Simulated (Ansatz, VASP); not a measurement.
## Si: VASP beside Ansatz

Contents of INCAR:

```
SYSTEM = Si
  PREC = Accurate
  ENCUT = 520
  EDIFF = 1E-6
  ISMEAR = 0
  SIGMA = 0.05
  LREAL = .False.
  LASPH = .True.
  NELM = 60
  ALGO = Normal
  ISIF = 2
  LWAVE = .False.
  LCHARG = .False.
  GGA = CA
  NBANDS = 11
```

Contents of KPOINTS:

```
Automatic mesh
0
Gamma
  12 12 12
  0 0 0
```

Contents of POSCAR:

```
Si
1.0
    0.0000000000      2.8459668840      2.5590069965
    2.6974229422      0.0000000000      2.5590069965
    2.6974229422      2.8459668840      0.0000000000
Si
2
Direct
    0.5000000000      0.5000000000      0.5000000000
    0.7500000000      0.7500000000      0.7500000000
```

Input for Ansatz:

```yaml
crystal:
  lattice:
    - [0.0, 2.845966884, 2.5590069965]
    - [2.6974229422, 0.0, 2.5590069965]
    - [2.6974229422, 2.845966884, 0.0]
  atoms:
    - { symbol: Si, position: [0.5, 0.5, 0.5] }
    - { symbol: Si, position: [0.75, 0.75, 0.75] }
basis:
  ecutwfc: 420
kpoints:
  mp_grid: { grid: [12, 12, 12] }
hamiltonian:
  xc: lda
  pseudopotentials: { kind: paw, azcp: { folder: soft_1 } }
scf:
  occupations: { method: gaussian, width: 0.05 }
output:
  forces: true
  stress: true
  eigenvalues: true
```

Change from the starting cell: strain +e along x and -e along y -0.0275, strain +e along z and -e/2 along x and y -0.0525.

Alike in both runs: task single point; functional LDA; k mesh 12 × 12 × 12; occupations gaussian, width 0.05 eV; no spin polarisation.

|  | VASP | Ansatz |
| --- | --- | --- |
| version | VASP 6.6.1 | Ansatz 0.2.0 |
| potentials or method | VASP PAW LDA potentials, release 64 (Si), cutoff 520 eV | scalar-relativistic, plane waves, PAW |
| valence electrons in the cell | 8 | 8 |

```tsv
	VASP	Ansatz	Ansatz less VASP
gap on the k mesh at the Fermi level (eV)	none	none	-
pressure (GPa)	0.0	0.0	-0.05
traceless stress, the component that is largest in VASP (GPa)	-5.53	-5.53	-0.003
```

Ansatz warns that its potentials were made for another functional, while VASP's fit it. LDA's correlation is that of Perdew and Zunger in VASP and of Perdew and Wang (1992) in Ansatz. A gap of «none» marks a metal or a gap that the smearing closes.
